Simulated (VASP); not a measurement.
Write the native input for VASP 6.6.1 that does the following.

| Property | Result |
| --- | --- |
| Task | single point |
| Functional | PBE |
| Potentials or basis | VASP PAW PBE potentials, release 64 (Mg, I) |
| Cutoff | 520 eV |
| k mesh | 4 × 4 × 4 |
| Occupations | gaussian, width 0.1 eV |
| Spin | no spin polarisation |
| Dipole correction | no |
| Further INCAR settings | ALGO = Normal; EDIFF = 1e-06; NBANDS = 12 |

The structure of Mg2I lies in POSCAR:

```
Mg2I
1.0
    0.0000000000      3.8825634046      3.8825634046
    3.8825634046      0.0000000000      3.8825634046
    3.8825634046      3.8825634046      0.0000000000
Mg I
2 1
Direct
    0.2500000000      0.2500000000      0.2500000000
    0.7500000000      0.7500000000      0.7500000000
    0.0000000000      0.0000000000      0.0000000000
```

The input as run:

INCAR

```
ALGO = Normal ; EDIFF = 1E-6
ENCUT = 520 ; GGA = PE
ISIF = 2 ; ISMEAR = 0
LASPH = T ; LCHARG = T
LELF = T ; LREAL = F
LVHAR = T ; LWAVE = F
NBANDS = 12 ; NELM = 60
PREC = Accurate ; SIGMA = 0.1
```

KPOINTS

```
k-points
0
Gamma
  4 4 4
```

Potentials or basis: VASP PAW PBE potentials, release 64 (Mg, I).

The run is started by

```console
$ cat potpaw_PBE.64/Mg/POTCAR potpaw_PBE.64/I/POTCAR > POTCAR
$ mpirun -np 1 vasp_std > vasp.out
```

Results of the run:

- Pressure: 0.1 GPa
- Band gap on the k mesh: zero (an odd number of electrons rules out a gap without spin polarisation)

Caveat: spin-orbit coupling is left out, which moves the levels of the heavy elements; an odd number of electrons without spin polarisation forces a metal; a magnetic or distorted state may lie lower.

It took 8.9 s on 1 thread of Intel(R) Xeon(R) 6975P-C (Granite Rapids), with other jobs on the host, peak memory 0.25 GiB.
